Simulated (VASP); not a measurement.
## Co: relaxation of cell and atoms with PBEsol

Co:

```
Co
1.0
     0.00000    2.28685    2.28685
     2.28685    0.00000    2.28685
     2.28685    2.28685    0.00000
Co
2
Direct
  0.00000 0.00000 0.00000
  0.50000 0.50000 0.50000
```

This isn't the form of Co at room conditions, which is hcp.

```yaml
Program: VASP 6.6.1
Task: relaxation of cell and atoms
Functional: PBEsol
Potentials_or_basis: VASP PAW PBE potentials, release 64 (Co)
Cutoff: 600 eV
k_mesh: 12 × 12 × 12
Occupations: fermi-dirac, width 0.05 eV
Spin: collinear spin, antiferromagnetic start
Starting_moments: "[1.7, -1.7] μB"
Dipole_correction: no
Further_INCAR_settings: ALGO = Normal; EDIFF = 1e-06; IBRION = 2; EDIFFG = -0.01; NSW = 80; ISIF = 3
```

| Property | Result |
| --- | --- |
| Relaxed volume | 11.30 Å³/atom |
| Relaxed cell | a = 3.174 Å, b = 3.174 Å, c = 3.174 Å, α = 60.00°, β = 60.00°, γ = 60.00° |
| Space group after relaxing (to 0.1 Å) | Pm-3m (No. 221) |
| Energy gained by relaxing | 23.2 meV/atom |
| Ionic steps | 3 |
| Pressure after relaxing | -0.1 GPa |
| Band gap on the k mesh | zero (filled and empty bands overlap) |
| Net moment | 0.00 μB per cell |
| Valence electrons inside the program's atomic spheres | Co 8.39 |

Step by step:
```
step  energy change (eV)  largest force (eV/Å)  pressure (GPa)  volume (Å³)
   1              0.0000                0.0000          -10.66        23.92
   2              0.0099                0.0000           14.58        21.27
   3             -0.0464                0.0000           -0.11        22.60
```

Final structure:
```
Co
1.0
     0.00000    2.24400    2.24400
     2.24400    0.00000    2.24400
     2.24400    2.24400    0.00000
Co
2
Direct
  0.00000 0.00000 0.00000
  0.50000 0.50000 0.50000
```

Levels at points of the mesh, in eV from the Fermi level:
Spin up:
| k point | band 7 | band 8 | band 9 | band 10 | band 11 | band 12 |
| --- | --- | --- | --- | --- | --- | --- |
| (0.00, 0.00, 0.00) | 0.54 | 0.54 | 0.54 | 1.59 | 1.59 | 13.34 |
| (0.50, 0.00, 0.00) | -0.95 | -0.95 | -0.95 | -0.95 | 0.70 | 0.70 |
| (0.50, 0.50, 0.00) | -0.90 | -0.60 | -0.60 | 0.67 | 1.51 | 5.17 |
Spin down:
| k point | band 6 | band 7 | band 8 | band 9 | band 10 | band 11 | band 12 | band 13 |
| --- | --- | --- | --- | --- | --- | --- | --- | --- |
| (0.00, 0.00, 0.00) | -3.50 | 0.54 | 0.54 | 0.54 | 1.59 | 1.59 | 13.34 | 13.57 |
| (0.50, 0.00, 0.00) | -2.00 | -0.95 | -0.95 | -0.95 | -0.95 | 0.70 | 0.70 | 14.32 |
| (0.50, 0.50, 0.00) | -0.90 | -0.90 | -0.60 | -0.60 | 0.67 | 1.51 | 5.17 | 5.72 |

It took 61 s on 1 thread of Intel(R) Xeon(R) 6975P-C (Granite Rapids), on a shared host, peak memory 0.2 GiB.

Caveat: the PAW data sets were made with another functional, which shifts forces and pressure a little.
